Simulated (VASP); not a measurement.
Wanted: the native input for a VASP 6.6.1 run.

- Task: single point
- Functional: LDA
- Potentials or basis: VASP PAW LDA potentials, release 64 (F)
- Cutoff: 520 eV
- k mesh: 17 × 17 × 17
- Occupations: fermi-dirac, width 0.05 eV
- Spin: no spin polarisation
- Dipole correction: no
- Further INCAR settings: ALGO = Normal; EDIFF = 1e-06; NBANDS = 10

The structure of F lies in POSCAR:

```
F
1.0
    0.0000000000      1.4658133561      1.4658133561
    1.4658133561      0.0000000000      1.4658133561
    1.4658133561      1.4658133561      0.0000000000
F
1
Direct
    0.0000000000      0.0000000000      0.0000000000
```

This cell differs from its parent crystal: volume scaled by 0.75.

These files were run (other wordings do the same):

INCAR

```
ALGO = Normal ; EDIFF = 1E-6
ENCUT = 520 ; GGA = CA
ISIF = 2 ; ISMEAR = -1
LASPH = True ; LCHARG = False
LREAL = False ; LWAVE = False
NBANDS = 10 ; NELM = 60
PREC = Accurate ; SIGMA = 0.05
```

KPOINTS

```
k-points
0
Gamma
  17 17 17
```

Potentials or basis: VASP PAW LDA potentials, release 64 (F).

Launch:

```bash
$ cat potpaw_LDA.64/F/POTCAR > POTCAR
$ mpirun -np 1 vasp_std > vasp.out
```

It gave:

```yaml
Pressure: 60.2 GPa
```

Caveat: an odd number of electrons without spin polarisation forces a metal; a magnetic or distorted state may lie lower.

Wall time 2.6 s on 1 thread of Intel(R) Xeon(R) 6975P-C (Granite Rapids) (shared host), peak memory 0.11 GiB.
